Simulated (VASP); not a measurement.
Runs of VASP 6.6.1 on Zn3Bi2. The structure is that of space group Pm-3m (No. 221), or close to it. The cells are those of the table. 

```csv
task,cell,k mesh,cutoff (eV),gap on the mesh (eV),pressure (GPa),relaxed volume (Å³/atom)
single point,"a = 5.346 Å, 5 atoms",8 × 8 × 8,520,none,0.0,-
single point,"a = 5.307 Å, 5 atoms",4 × 4 × 4,520,none,(a),-
relaxation of cell and atoms,"relaxed from a = 5.307 Å, 5 atoms",8 × 8 × 8,600,none,0.0,30.60
relaxation of cell and atoms,"relaxed from a = 4.740 Å, 5 atoms",4 × 4 × 4,600,none,-0.1,30.16
single point,"a = 4.740 Å, 5 atoms",4 × 4 × 4,520,none,24.9,-
```

Alike in all rows: level PBE; potentials or basis VASP PAW PBE potentials, release 64 (Zn, Bi_d); no spin polarisation; smearing gaussian 0.1 eV.

Estimate the missing entries.

(a) 0.2.

Caveats: spin-orbit coupling is left out, which moves the levels of the heavy elements; the volume moved by over 15 % at a fixed basis, so the end points are rough (some runs).

A k mesh can miss the band edges, and the runs leave out spin-orbit coupling on Bi.

A gap of «none» marks levels without a gap at the run's occupations.
